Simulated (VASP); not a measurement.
The system is B.

```
CELL_PARAMETERS angstrom
1.70791 0.00000 0.00000
-0.85396 1.47909 0.00000
0.00000 0.00000 15.53356
ATOMIC_POSITIONS crystal
B 0.00000 0.00000 0.00000
B 0.00000 0.00000 0.50000
B 0.33333 0.66667 0.25000
B 0.66667 0.33333 0.75000
```

Base run:

| Property | Result |
| --- | --- |
| Program | VASP 6.6.1 |
| Functional | r2SCAN |
| Potentials or basis | VASP PAW PBE potentials, release 64 (B) |
| Cutoff | 520 eV |
| k mesh | 17 × 17 × 5 |
| Occupations | fermi-dirac, width 0.1 eV |
| Spin | no spin polarisation |

Its results: band gap on the k mesh zero (band 6 reaches 8.06 eV, above the bottom of band 7 at -3.42 eV); pressure 0.1 GPa.

The run is repeated on the same cell with these changes: k mesh from 17 × 17 × 5 to 23 × 23 × 3. What comes out?

Band gap on the k mesh zero (band 6 reaches 8.30 eV, above the bottom of band 7 at -3.48 eV); pressure -1.3 GPa.

Caveats: the PAW data sets were made with another functional, which shifts forces and pressure a little.
